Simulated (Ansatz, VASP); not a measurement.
# Two plane-wave programs on MgCd3Se4

```xyz
8
Lattice="-3.0758 3.0758 6.1481 3.0758 -3.0758 6.1481 3.0758 3.0758 -6.1481" Properties=species:S:1:pos:R:3 pbc="T T T"
Mg    0.0000    0.0000    0.0000
Cd    3.0758    0.0000    3.0741
Cd    0.0000    3.0758    3.0741
Cd    0.0000    0.0000    6.1481
Se   -1.5744    1.5744    7.6521
Se    1.5744   -1.5744    7.6521
Se    1.5014    1.5014   -1.5040
Se    1.5744    1.5744    4.6442
```

Alike in both runs: functional PBE; k mesh 3 × 3 × 3; occupations gaussian, width 0.15 eV; no spin polarisation.

Ansatz relaxed the structure, and its values are those at the end. VASP's run is a single point on that final structure, the one shown.

|  | VASP | Ansatz |
| --- | --- | --- |
| version | VASP 6.6.1 | Ansatz 0.2.0 |
| potentials or method | VASP PAW PBE potentials, release 64 (Mg, Cd, Se), cutoff 600 eV | scalar-relativistic, plane waves, PAW |
| valence electrons in the cell | 62 | 134 |

```tsv
	VASP	Ansatz	Ansatz less VASP
gap on the k mesh at the Fermi level (eV)	0.98	0.98	+0.001
least direct gap on the mesh (eV)	0.98	0.98	+0.001
pressure (GPa)	0.0	-0.1	-0.14
rms of the force components (eV/Å)	0.011	0.002	-0.0081
```

VASP's potentials hold 62 valence electrons a cell and Ansatz's 134, so a difference there can come from the potentials and not from the codes.

The k mesh is coarse, so the values compare programs but aren't converged.
